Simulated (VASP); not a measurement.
Si4P:

```
Si P
1.0
     4.37988    0.00000    0.00000
     0.00000    4.37988    0.00000
     0.00000    0.00000    4.37988
Si P
4 1
Direct
  0.50000 0.00000 0.00000
  0.00000 0.50000 0.00000
  0.00000 0.00000 0.50000
  0.00000 0.00000 0.00000
  0.50000 0.50000 0.50000
```

The cell was built from a structure type or drawn by symmetry, and may not be a known phase.

```yaml
Program: VASP 6.6.1
Task: relaxation of cell and atoms
Functional: PBE
Potentials_or_basis: VASP PAW PBE potentials, release 64 (Si, P)
Cutoff: 600 eV
k_mesh: 4 × 4 × 4
Occupations: gaussian, width 0.1 eV
Spin: no spin polarisation
```

At the start: pressure 13.8 GPa; volume 16.80 Å³/atom.

Task: Where does the relaxation end?

Result: Over 3 steps the energy falls by 103.6 meV/atom and the volume is 19.50 Å³/atom (+16.0 %); space group Pm-3m (No. 221, to 0.1 Å) before and after.

The path:
```
step  energy change (eV)  largest force (eV/Å)  pressure (GPa)  volume (Å³)
   1              0.0000                0.0000           13.80        84.02
   2             -0.4594                0.0000           -3.31       102.88
   3             -0.5180                0.0000            0.00        97.48
```

Final structure:
```xyz
5
Lattice="4.6022 0.0000 0.0000 0.0000 4.6022 0.0000 0.0000 0.0000 4.6022" Properties=species:S:1:pos:R:3 pbc="T T T"
Si    2.3011    0.0000    0.0000
Si    0.0000    2.3011    0.0000
Si    0.0000    0.0000    2.3011
Si    0.0000    0.0000    0.0000
P     2.3011    2.3011    2.3011
```

Caveat: the volume moved by over 15 % at a fixed basis, so the end points are rough.
